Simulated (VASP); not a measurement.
# KMgF3 (cubic perovskite) (Pm-3m) in VASP: vibrations by perturbation theory with PBEsol

Aim: the vibrations by perturbation theory of KMgF3 (cubic perovskite) with PBEsol.

Everything below comes from runs of VASP 6.6.1. Logs are shortened: lines on timing, memory, paths and dates and some standing lists are left out, and cuts for length are marked.

### 1 The cell of the first run

The structure is cubic, space group Pm-3m (No. 221). Conventional cell: a = 3.952 Å, b = 3.952 Å, c = 3.952 Å, α = 90.00°, β = 90.00°, γ = 90.00°. Within 3.7 Å of K (site symmetry m-3m) lie 12 F at 2.79 Å and 8 Mg at 3.42 Å. Mg (site symmetry m-3m) has 6 F at 1.98 Å within 2.6 Å. Within 2.6 Å of F (site symmetry 4/mmm) lie 2 Mg at 1.98 Å.

### 2 Vibrations by perturbation theory, PBEsol

INCAR reads:

```
SYSTEM = KMgF3
  PREC = Accurate
  ENCUT = 520
  EDIFF = 1E-8
  ISMEAR = 0
  SIGMA = 0.01
  LREAL = .FALSE.
  LASPH = .TRUE.
  NELM = 100
  ALGO = Normal
  ISIF = 2
  LWAVE = .FALSE.
  LCHARG = .FALSE.
  GGA = PS
  NBANDS = 24
  IBRION = 8
  NSW = 1
  LEPSILON = .TRUE.
```

KPOINTS reads:

```
regular mesh
0
G
  4 4 4
  0 0 0
```

POSCAR reads:

```
KMgF3
1.0
    3.9518582279      0.0000000000      0.0000000000
    0.0000000000      3.9518582279      0.0000000000
    0.0000000000      0.0000000000      3.9518582279
K Mg F
1 1 3
Direct
    0.5000000000      0.5000000000      0.5000000000
    0.0000000000      0.0000000000      0.0000000000
    0.5000000000      0.0000000000      0.0000000000
    0.0000000000      0.5000000000      0.0000000000
    0.0000000000      0.0000000000      0.5000000000
```

Potentials or basis: VASP PAW PBE potentials, release 64 (K_sv, Mg, F).

Launch:

```sh
$ cat potpaw_PBE.64/K_sv/POTCAR potpaw_PBE.64/Mg/POTCAR potpaw_PBE.64/F/POTCAR > POTCAR
$ mpirun -np 1 vasp_std > vasp.out
```

OUTCAR:

```text
SYSTEM = KMgF3
   PREC = Accurate
   ENCUT = 520
   EDIFF = 1E-8
   ISMEAR = 0
   LREAL = .FALSE.
   LASPH = .TRUE.
   NELM = 100
   ISIF = 2
   GGA = PS
   IBRION = 8
   NSW = 1
   LEPSILON = .TRUE.

 ion  position               nearest neighbor table
   1  0.500  0.500  0.500-   3 2.79   4 2.79   5 2.79   3 2.79   4 2.79   3 2.79   5 2.79   3 2.79
                             4 2.79   5 2.79   4 2.79   5 2.79   2 3.42   2 3.42   2 3.42   2 3.42
   2  0.000  0.000  0.000-   3 1.98   4 1.98   5 1.98   5 1.98   4 1.98   3 1.98   1 3.42   1 3.42
                             1 3.42   1 3.42   1 3.42   1 3.42   1 3.42   1 3.42
   3  0.500  0.000  0.000-   2 1.98   2 1.98   1 2.79   1 2.79   1 2.79   1 2.79
   4  0.000  0.500  0.000-   2 1.98   2 1.98   1 2.79   1 2.79   1 2.79   1 2.79
   5  0.000  0.000  0.500-   2 1.98   2 1.98   1 2.79   1 2.79   1 2.79   1 2.79

  LATTYP: Found a simple cubic cell.
 ALAT       =     3.9518582279

  Lattice vectors:

 A1 = (   3.9518582279,   0.0000000000,   0.0000000000)
 A2 = (   0.0000000000,   3.9518582279,   0.0000000000)
 A3 = (   0.0000000000,   0.0000000000,   3.9518582279)

Analysis of symmetry for initial positions (statically):
=====================================================================
 Subroutine PRICEL returns:
 Original cell was already a primitive cell.

 Routine SETGRP: Setting up the symmetry group for a
 simple cubic supercell.

 Subroutine GETGRP returns: Found 48 space group operations
 (whereof 48 operations were pure point group operations)
 out of a pool of 48 trial point group operations.

The static configuration has the point symmetry O_h .

[... 562 lines left out ...]
  x     0.00000     0.00000     0.00000     0.00000     0.00000     0.00000
  y     0.00000     0.00000     0.00000     0.00000     0.00000     0.00000
  z     0.00000     0.00000     0.00000     0.00000     0.00000     0.00000

 SECOND DERIVATIVES (NOT SYMMETRIZED)
 ------------------------------------
               1X          1Y          1Z          2X          2Y          2Z          3X          3Y          3Z          4X          4Y          4Z          5X          5Y          5Z
  1X    -2.454082   -0.000000    0.000000    1.252650   -0.000000    0.000000    0.406858    0.000000   -0.000000    0.397287   -0.000000    0.000000    0.397287   -0.000000    0.000000
  1Y    -0.000000   -2.454082    0.000000   -0.000000    1.252650    0.000000   -0.000000    0.397287    0.000000    0.000000    0.406858   -0.000000   -0.000000    0.397287    0.000000
  1Z     0.000000   -0.000000   -2.454082    0.000000   -0.000000    1.252650   -0.000000   -0.000000    0.397287    0.000000    0.000000    0.397287   -0.000000    0.000000    0.406858
  2X     1.254551    0.000000    0.000000  -10.298688   -0.000000    0.000000    7.477797   -0.000000   -0.000000    0.783170   -0.000000   -0.000000    0.783170    0.000000    0.000000
  2Y     0.000000    1.254551    0.000000   -0.000000  -10.298688    0.000000   -0.000000    0.783170   -0.000000   -0.000000    7.477797   -0.000000    0.000000    0.783170    0.000000
  2Z    -0.000000   -0.000000    1.254551    0.000000   -0.000000  -10.298688    0.000000    0.000000    0.783170   -0.000000   -0.000000    0.783170    0.000000    0.000000    7.477797
  3X     0.392441    0.000000    0.000000    7.460223    0.000000   -0.000000  -12.089209   -0.000000   -0.000000    2.118273   -0.000000   -0.000000    2.118273    0.000000   -0.000000
  3Y     0.000000    0.383345    0.000000    0.000000    0.767184    0.000000    0.000000   -2.832675    0.000000    0.000000    2.122379    0.000000    0.000000   -0.440233    0.000000
  3Z     0.000000    0.000000    0.383345    0.000000    0.000000    0.767184    0.000000    0.000000   -2.832675    0.000000    0.000000   -0.440233    0.000000    0.000000    2.122379
  4X     0.383345    0.000000    0.000000    0.767184    0.000000    0.000000    2.122379    0.000000    0.000000   -2.832675    0.000000    0.000000   -0.440233    0.000000    0.000000
  4Y     0.000000    0.392441    0.000000    0.000000    7.460223   -0.000000   -0.000000    2.118273   -0.000000   -0.000000  -12.089209   -0.000000    0.000000    2.118273    0.000000
  4Z     0.000000    0.000000    0.383345    0.000000    0.000000    0.767184    0.000000    0.000000   -0.440233    0.000000    0.000000   -2.832675    0.000000    0.000000    2.122379
  5X     0.383345    0.000000    0.000000    0.767184    0.000000    0.000000    2.122379    0.000000    0.000000   -0.440233    0.000000    0.000000   -2.832675    0.000000    0.000000
  5Y     0.000000    0.383345    0.000000    0.000000    0.767184    0.000000    0.000000   -0.440233    0.000000    0.000000    2.122379    0.000000    0.000000   -2.832675    0.000000
  5Z     0.000000    0.000000    0.392441   -0.000000   -0.000000    7.460223    0.000000   -0.000000    2.118273   -0.000000    0.000000    2.118273   -0.000000   -0.000000  -12.089209

 Eigenvectors and eigenvalues of the dynamical matrix
 ----------------------------------------------------

   1 f  =   14.887600 THz    93.541550 2PiTHz  496.596885 cm-1    61.570139 meV
             X         Y         Z           dx          dy          dz
      1.975929  1.975929  1.975929     0.016615    0.000604    0.000000
      0.000000  0.000000  0.000000    -0.569690   -0.020726    0.000000
      1.975929  0.000000  0.000000     0.809731   -0.003470    0.000000
      0.000000  1.975929  0.000000    -0.095370    0.029459   -0.000000
      0.000000  0.000000  1.975929    -0.095370   -0.003470    0.000000
[... 105 lines left out ...]
  15 f/i=    0.025790 THz     0.162041 2PiTHz    0.860249 cm-1     0.106657 meV
             X         Y         Z           dx          dy          dz
      1.975929  1.975929  1.975929    -0.009644    0.016932   -0.565937
      0.000000  0.000000  0.000000    -0.007650    0.013431   -0.448911
      1.975929  0.000000  0.000000    -0.006786    0.011938   -0.399021
      0.000000  1.975929  0.000000    -0.006800    0.011914   -0.399021
      0.000000  0.000000  1.975929    -0.006800    0.011938   -0.398214

--------------------------------------------------------------------------------------------------------

 MACROSCOPIC STATIC DIELECTRIC TENSOR IONIC CONTRIBUTION
 ------------------------------------------------------
           4.268176    -0.000000     0.000000
          -0.000000     4.268176    -0.000000
           0.000000    -0.000000     4.268176
 ------------------------------------------------------

 ELASTIC MODULI CONTR FROM IONIC RELAXATION (kBar)
 Direction    XX          YY          ZZ          XY          YZ          ZX
 --------------------------------------------------------------------------------
 XX           0.0000      0.0000      0.0000      0.0000      0.0000      0.0000
 YY           0.0000      0.0000      0.0000      0.0000      0.0000      0.0000
 ZZ           0.0000      0.0000      0.0000      0.0000      0.0000      0.0000
 XY           0.0000      0.0000      0.0000      0.0000      0.0000      0.0000
 YZ           0.0000      0.0000      0.0000      0.0000      0.0000      0.0000
 ZX           0.0000      0.0000      0.0000      0.0000      0.0000      0.0000
 --------------------------------------------------------------------------------

 PIEZOELECTRIC TENSOR IONIC CONTR  for field in x, y, z        (C/m^2)
          XX          YY          ZZ          XY          YZ          ZX
  --------------------------------------------------------------------------------
  x     0.00000     0.00000     0.00000     0.00000     0.00000     0.00000
  y     0.00000     0.00000     0.00000     0.00000     0.00000     0.00000
  z     0.00000     0.00000     0.00000     0.00000     0.00000     0.00000
```

stdout:

```text
POSCAR found type information on POSCAR K MgF
 POSCAR found :  3 types and       5 ions
 scaLAPACK will be used
 -----------------------------------------------------------------------------
|                                                                             |
|                                                                             |
|     You enforced a specific xc type in the INCAR file but a different       |
[... 47 lines left out ...]
 force on displaced ion       3 direction 1 : -12.089  -0.000   0.000
 Born effective charge ion    3 direction 1 :  -1.240   0.000   0.000
 Linear response progress:
 first order change of Fermi-energy  -0.32252E-04
 force on displaced ion       3 direction 2 :   0.000  -2.833   0.000
 Born effective charge ion    3 direction 2 :   0.000  -0.968   0.000
 Born effective charges drift removed
 Linear response finished
```

It took 6.2 min on 1 thread of Intel Xeon Platinum 8375C at 2.90GHz (Ice Lake), shared host; peak memory 0.29 GiB.

What came out:

| Property | Result |
| --- | --- |
| Electronic dielectric tensor (diagonal) | 2.11 |
| Born charges (mean of the diagonal) | K +1.19; Mg +1.99; F -1.06 e |
| Highest phonon frequency at Γ, LO-TO splitting left out | 497 cm⁻¹ |

Phonon frequencies in cm⁻¹ (negative: imaginary):
```csv
q point,frequencies
"(0.000, 0.000, 0.000)",-1 -1 -1 157 157 157 185 185 185 285 285 285 497 497 497
```

Electronic dielectric tensor:
```
2.11 0.00 0.00
0.00 2.11 0.00
0.00 0.00 2.11
```

Born effective charge tensors (e):
atom 1, K
```
1.19 0.00 0.00
0.00 1.19 0.00
0.00 0.00 1.19
```
atom 2, Mg
```
1.99 0.00 0.00
0.00 1.99 0.00
0.00 0.00 1.99
```
atom 3, F
```
-1.24  0.00  0.00
 0.00 -0.97  0.00
 0.00  0.00 -0.97
```
atom 4, F
```
-0.97  0.00  0.00
 0.00 -1.24  0.00
 0.00  0.00 -0.97
```
atom 5, F
```
-0.97  0.00  0.00
 0.00 -0.97  0.00
 0.00  0.00 -1.24
```

Caveat: the k points lie up to 0.40 Å⁻¹ apart; the cell wasn't relaxed at this level first, which shifts response properties.
